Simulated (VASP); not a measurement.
Wanted: the native input for a VASP 6.6.1 run.

| Quantity | Value |
| --- | --- |
| Task | single point |
| Functional | PBEsol |
| Dispersion | D4 |
| Potentials or basis | VASP PAW PBE potentials, release 64 (Sn_d, Al) |
| Cutoff | 520 eV |
| k mesh | 7 × 7 × 8 |
| Occupations | fermi-dirac, width 0.05 eV |
| Spin | no spin polarisation |
| Dipole correction | no |
| Further INCAR settings | ALGO = Normal; EDIFF = 1e-07; NBANDS = 16 |

The structure of AlSn lies in POSCAR:

```
AlSn
1.0
    4.1031442822      0.0000000000      0.0000000000
   -2.0515721411      3.5534271838      0.0000000000
    0.0000000000      0.0000000000      3.2653514048
Sn Al
1 1
Direct
    0.3333333333      0.6666666667      0.5000000000
    0.0000000000      0.0000000000      0.0000000000
```

These files were run (other wordings do the same):

INCAR

```
SYSTEM = AlSn
PREC = Accurate ; ENCUT = 520
EDIFF = 1E-7 ; ISMEAR = -1
SIGMA = 0.05 ; LREAL = .FALSE.
LASPH = .TRUE. ; NELM = 100
ALGO = Normal ; ISIF = 2
LWAVE = .FALSE. ; LCHARG = .FALSE.
GGA = PS ; IVDW = 13
NBANDS = 16
```

KPOINTS

```
Automatic mesh
0
G
  7 7 8
  0 0 0
```

Potentials or basis: VASP PAW PBE potentials, release 64 (Sn_d, Al).

Run with:

```bash
$ cat potpaw_PBE.64/Sn_d/POTCAR potpaw_PBE.64/Al/POTCAR > POTCAR
$ mpirun -np 1 vasp_std > vasp.out
```

It gave:

- Pressure: 0.0 GPa
- Dispersion energy per atom: -0.205 eV

Caveat: the PAW data sets were made with another functional, which shifts forces and pressure a little; pairwise dispersion overbinds metals, which lowers pressure and volume.

Wall time 11 s on 1 thread of Intel(R) Xeon(R) Platinum 8559C (Emerald Rapids) (shared host), peak memory 0.17 GiB.
